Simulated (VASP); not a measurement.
# AlN (P1) in VASP: single point with PBEsol

Aim: the single point of AlN with PBEsol.

All numbers are computed with VASP 6.6.1; they aren't measurements. Logs are shortened: lines on timing, memory, paths and dates and some standing lists are left out, and cuts for length are marked.

### 1 The cell of the first run

The typed cell holds 4 atoms: a = 3.312 Å, b = 3.312 Å, c = 4.188 Å, α = 90.00°, β = 90.00°, γ = 120.00°.

### 2 Single point, PBEsol (one atom moved)

Input file INCAR:

```
SYSTEM = AlN
ALGO = Normal
EDIFF = 1E-6
ENCUT = 520
GGA = PS
ISIF = 2
ISMEAR = 0
LASPH = .True.
LCHARG = .False.
LREAL = .False.
LWAVE = .False.
NBANDS = 16
NELM = 100
PREC = Accurate
SIGMA = 0.02
```

Input file KPOINTS:

```
k-points
0
Gamma
  9 9 6
  0 0 0
```

Input file POSCAR:

```
AlN
1.0
    3.3121157418      0.0000000000      0.0000000000
   -1.6560578709      2.8683763727      0.0000000000
    0.0000000000      0.0000000000      4.1875630000
Al N
2 2
Direct
    0.3184062222      0.6877587417      0.7758551334
    0.6666666700      0.3333333300      0.2500000000
    0.3333333300      0.6666666700      0.2500000000
    0.6666666700      0.3333333300      0.7500000000
```

Potentials or basis: VASP PAW PBE potentials, release 64 (Al, N).

Started as:

```
$ cat potpaw_PBE.64/Al/POTCAR potpaw_PBE.64/N/POTCAR > POTCAR
$ mpirun -np 1 vasp_std > vasp.out
```

OUTCAR:

```text
SYSTEM = AlN
   EDIFF = 1E-6
   ENCUT = 520
   GGA = PS
   ISIF = 2
   ISMEAR = 0
   LASPH = .True.
   LREAL = .False.
   NELM = 100
   PREC = Accurate

 ion  position               nearest neighbor table
   1  0.318  0.688  0.776-   4 1.86   4 1.87   3 1.99   4 2.02   3 2.20   2 2.72   2 2.73   2 2.83
                             2 2.88   2 2.89   2 2.99
   2  0.667  0.333  0.250-   3 1.91   3 1.91   3 1.91   4 2.09   4 2.09   1 2.72   1 2.73   1 2.83
                             1 2.88   1 2.89   1 2.99
   3  0.333  0.667  0.250-   2 1.91   2 1.91   2 1.91   1 1.99   1 2.20
   4  0.667  0.333  0.750-   1 1.86   1 1.87   1 2.02   2 2.09   2 2.09

  LATTYP: Found a hexagonal cell.
 ALAT       =     3.3121157418
 C/A-ratio  =     1.2643166261

  Lattice vectors:

 A1 = (   3.3121157418,   0.0000000000,   0.0000000000)
 A2 = (  -1.6560578709,   2.8683763727,   0.0000000000)
 A3 = (   0.0000000000,   0.0000000000,   4.1875630000)

Analysis of symmetry for initial positions (statically):
=====================================================================
 Subroutine PRICEL returns:
 Original cell was already a primitive cell.

 Routine SETGRP: Setting up the symmetry group for a
 hexagonal supercell.

 Subroutine GETGRP returns: Found  1 space group operations
 (whereof  1 operations were pure point group operations)
 out of a pool of 24 trial point group operations.

The static configuration has the point symmetry C_1 .

Analysis of symmetry for dynamics (positions and initial velocities):
=====================================================================
 Subroutine PRICEL returns:
 Original cell was already a primitive cell.

 Routine SETGRP: Setting up the symmetry group for a
 hexagonal supercell.

 Subroutine GETGRP returns: Found  1 space group operations
 (whereof  1 operations were pure point group operations)
 out of a pool of 24 trial point group operations.

The dynamic configuration has the point symmetry C_1 .

 Subroutine INISYM returns: Found  1 space group operations
 (whereof  1 operations are pure point group operations),
 and found     1 'primitive' translations

----------------------------------------------------------------------------------------

                                     Primitive cell

  volume of cell :      39.7835

[... 86 lines left out ...]
   ISPIN  =      1    spin polarized calculation?
   LNONCOLLINEAR =      F non collinear calculations
   LSORBIT =      F    spin-orbit coupling
   LASPH  =      T    aspherical Exc in radial PAW
   ENCUT  =  520.0 eV  38.22 Ry    6.18 a.u.   6.16  6.16  7.79*2*pi/ulx,y,z
   NELM   =    100;   NELMIN=  2; NELMDL= -5     # of ELM steps
   EDIFF  = 0.1E-05   stopping-criterion for ELM
   LREAL  =      F    real-space projection
   EDIFFG = 0.1E-04   stopping-criterion for IOM
   NSW    =      0    number of steps for IOM
   IBRION =     -1    ionic relax: 0-MD 1-quasi-New 2-CG
   NFREE  =      0    steps in history (QN), initial steepest desc. (CG)
   ISIF   =      2    stress and relaxation
   ISYM   =      2    0-nonsym 1-usesym 2-fastsym
   POTIM  = 0.5000    time-step for ionic-motion
   TEBEG  =    0.0;   TEEND  =   0.0 temperature during run
   PSTRESS=    0.0 pullay stress
   NELECT =      16.0000    total number of electrons
   NUPDOWN=      -1.0000    fix difference up-down
   EMIN   =  10.00;   EMAX   =-10.00  energy-range for DOS
   EFERMI =   0.00;   METHOD = LEGACY
   ISMEAR =     0;   SIGMA  =   0.02  broadening in eV -4-tet -1-fermi 0-gaus
   EFERMI_NEDOS =   21; number of points for ismear=-14 and -15
   IALGO  =     38    algorithm
   IMIX   =      4    mixing-type and parameters
     AMIX     =   0.40;   BMIX     =  1.00
     AMIX_MAG =   1.60;   BMIX_MAG =  1.00
  volume/ion in A,a.u.               =       9.95        67.12
  Fermi-wavevector in a.u.,A,eV,Ry     =   1.208409  2.283561 19.867927  1.460251
  Thomas-Fermi vector in A             =   2.344017
   LORBIT       =      0    0 simple, 1 ext, 2 COOP (PROOUT), +10 PAW based schemes
   GGA     = PS    functional components
   LHFCALC =     F    Hartree Fock is set to
   AEXX    =    0.0000 exact exchange contribution
   IVDW    =     0    specifies the selected vdW correction
   LEPSILON=     F    determine dielectric tensor
   LRPA    =     F    only Hartree local field effects (RPA)
 non-spin polarized calculation
 Gauss-broadening in eV      SIGMA  =   0.02
  energy-cutoff  :      520.00
  volume of cell :       39.78
 maximum number of plane-waves:      1090
 NGX is ok and might be reduce to    28
   NGX = 13   NGY = 13   NGZ = 15

 number of electron      15.9999999 magnetization

 Free energy of the ion-electron system (eV)
  ---------------------------------------------------
  ext. energy  EPLUGINS =         0.00000000
  ---------------------------------------------------
  free energy    TOTEN  =       -30.80866847 eV

  energy without entropy =      -30.80866847  energy(sigma->0) =      -30.80866847

 E-fermi :   7.9978     XC(G=0): -11.3491

 val. band max:        7.8239634041   @ k =   0.0000   0.0000   0.0000
 cond. band min:      11.0109554933   @ k =   0.0000   0.0000   0.0000
 fundamental gap:      3.1869920891
 Fermi energy:         7.9977863533

 k-point     1 :       0.0000    0.0000    0.0000
  band No.  band energies     occupation
      1      -8.9261      2.00000
      2      -5.2614      2.00000
      3       0.9452      2.00000
      4       4.4286      2.00000
      5       4.6945      2.00000
      6       6.1331      2.00000
[... 433 lines left out ...]
      3       1.5986      2.00000
      4       2.7193      2.00000
      5       3.1370      2.00000
      6       3.9025      2.00000
[... 8 lines left out ...]
     15      20.2049      0.00000
     16      20.6344      0.00000

 [... further k-points ...]
[... 5 lines left out ...]
  --------------------------------------------------------------------------------------
  -------------------------------------------------------------------------------------
  Total       -1.1616372      0.0745734     -0.4688567      0.8001071      0.0256668     -0.0417560
  in kB      -46.7819255      3.0032507    -18.8819878     32.2222370      1.0336656     -1.6816141
  external PRESSURE =     -20.8868875 kB  Pullay stress =       0.0000000 kB

 VOLUME and BASIS-vectors are now :
 -----------------------------------------------------------------------------
  energy-cutoff  :      520.00
  volume of cell :       39.78
      direct lattice vectors                 reciprocal lattice vectors
     3.312115742  0.000000000  0.000000000     0.301921816  0.174314642  0.000000000
    -1.656057871  2.868376373  0.000000000     0.000000000  0.348629284  0.000000000
     0.000000000  0.000000000  4.187563000     0.000000000  0.000000000  0.238802377

 POSITION                                       TOTAL-FORCE (eV/Angst)
 -----------------------------------------------------------------------------------
     -0.08437      1.97275      3.24894         1.132056     -0.914447     -0.930371
      1.65606      0.95613      1.04689        -0.116026      0.091338      0.741670
     -0.00000      1.91225      1.04689        -0.194576      0.137837     -0.005342
      1.65606      0.95613      3.14067        -0.821453      0.685272      0.194042
 -----------------------------------------------------------------------------------
    total drift:                               -0.000025     -0.000001     -0.000040

  FREE ENERGIE OF THE ION-ELECTRON SYSTEM (eV)
  ---------------------------------------------------
  free  energy   TOTEN  =       -30.8086684668 eV

  energy  without entropy=      -30.8086684668  energy(sigma->0) =      -30.80866847
```

It took 5 min on 1 thread of AMD EPYC 7R13, shared host; peak memory 0.23 GiB.

What came out:

| Property | Result |
| --- | --- |
| Free energy | -30.8087 eV |
| Pressure | -2.1 GPa |
| Largest force | 1.727 eV/Å |
| Band gap on the k mesh | 3.19 eV, direct |

Forces on the atoms (eV/Å):
```
Al   1.132 -0.914 -0.930
Al  -0.116  0.091  0.742
N   -0.195  0.138 -0.005
N   -0.821  0.685  0.194
```

Stress tensor (GPa, compression positive):
```
-4.68  3.22 -0.17
 3.22  0.30  0.10
-0.17  0.10 -1.89
```

Levels at points of the mesh, in eV from the valence-band top:
```tsv
k point	band 6	band 7	band 8	band 9	band 10	band 11
(0.00, 0.00, 0.00)	-1.69	-1.48	0.00	3.19	4.35	8.07
(0.00, 0.00, 0.50)	-2.50	-2.48	-2.16	5.36	5.76	8.11
```

Caveat: the cell differs from its parent crystal (one atom moved); the PAW data sets were made with another functional, which shifts forces and pressure a little.
